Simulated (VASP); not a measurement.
# BN: single point with PBE+D3(BJ)

Crystal: BN.

```
CELL_PARAMETERS angstrom
0.00000 1.80750 1.80750
1.80750 0.00000 1.80750
1.80750 1.80750 0.00000
ATOMIC_POSITIONS crystal
B 0.00000 0.00000 0.00000
N 0.75000 0.75000 0.75000
```

| Quantity | Value |
| --- | --- |
| Program | VASP 6.6.1 |
| Task | single point |
| Functional | PBE |
| Dispersion | D3(BJ) |
| Potentials or basis | VASP PAW PBE potentials, release 64 (B, N) |
| Cutoff | 600 eV |
| k mesh | 12 × 12 × 12 |
| Occupations | gaussian, width 0.05 eV |
| Spin | no spin polarisation |

The pressure is -2.7 GPa and the band gap on the k mesh is 4.46 eV (least direct gap 8.82 eV). The dispersion energy per atom is -0.209 eV.

Levels at points of the mesh, in eV from the valence-band top:
```tsv
k point	band 1	band 2	band 3	band 4	band 5	band 6	band 7	band 8	band 9
(0.00, 0.00, 0.00)	-20.23	0.00	0.00	0.00	8.82	8.82	8.82	10.35	24.75
(0.50, 0.00, 0.00)	-16.01	-10.69	-1.94	-1.94	10.15	10.71	10.71	15.26	23.46
(0.50, 0.50, 0.00)	-14.65	-8.92	-4.90	-4.90	4.46	9.23	17.92	17.92	20.78
```

Run time: 16 s on 1 thread of Intel Xeon 8259CL, with other jobs on the host, peak memory 0.14 GiB.

A k mesh can miss the band edges. PBE gaps usually lie below the measured ones, often by a third to a half.
